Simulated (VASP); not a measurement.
Wanted: the native input for a VASP 6.6.1 run.

* Task: single point
* Functional: PBE
* Dispersion: D3(BJ)
* Potentials or basis: VASP PAW PBE potentials, release 64 (Mo_sv, S)
* Cutoff: 520 eV
* k mesh: 12 × 12 × 4
* Occupations: gaussian, width 0.02 eV
* Spin: no spin polarisation
* Dipole correction: no
* Further INCAR settings: ALGO = Normal; EDIFF = 1e-07; NBANDS = 20

The structure of MoS2 lies in POSCAR:

```
MoS2
1.0
    3.1495253834      0.0000000000      0.0000000000
   -1.5747626917      2.7275689918      0.0000000000
    0.0000000000      0.0000000000      6.6474594286
Mo S
1 2
Direct
    0.0000000000      0.0000000000      0.0000000000
    0.3333333333      0.6666666667      0.2356931431
    0.3333333333      0.6666666667      0.7643068569
```

These files were run (other wordings do the same):

INCAR

```
PREC = Accurate
ENCUT = 520
EDIFF = 1E-7
ISMEAR = 0
SIGMA = 0.02
LREAL = False
LASPH = True
NELM = 100
ALGO = Normal
ISIF = 2
LWAVE = False
LCHARG = False
GGA = PE
IVDW = 12
NBANDS = 20
```

KPOINTS

```
regular mesh
0
Gamma
  12 12 4
```

Potentials or basis: VASP PAW PBE potentials, release 64 (Mo_sv, S).

The run is started by

```sh
$ cat potpaw_PBE.64/Mo_sv/POTCAR potpaw_PBE.64/S/POTCAR > POTCAR
$ mpirun -np 1 vasp_std > vasp.out
```

It gave:

```json
{
 "Pressure": "-0.1 GPa",
 "Largest force": "0.013 eV/Å",
 "Band gap on the k mesh": "1.22 eV, indirect (least direct gap 1.76 eV)",
 "Dispersion energy per atom": "-0.398 eV"
}
```

Run time: 79 s on 1 thread of AMD EPYC 7R43 64-Core Processor (Zen 3), on a shared host, peak memory 0.18 GiB.
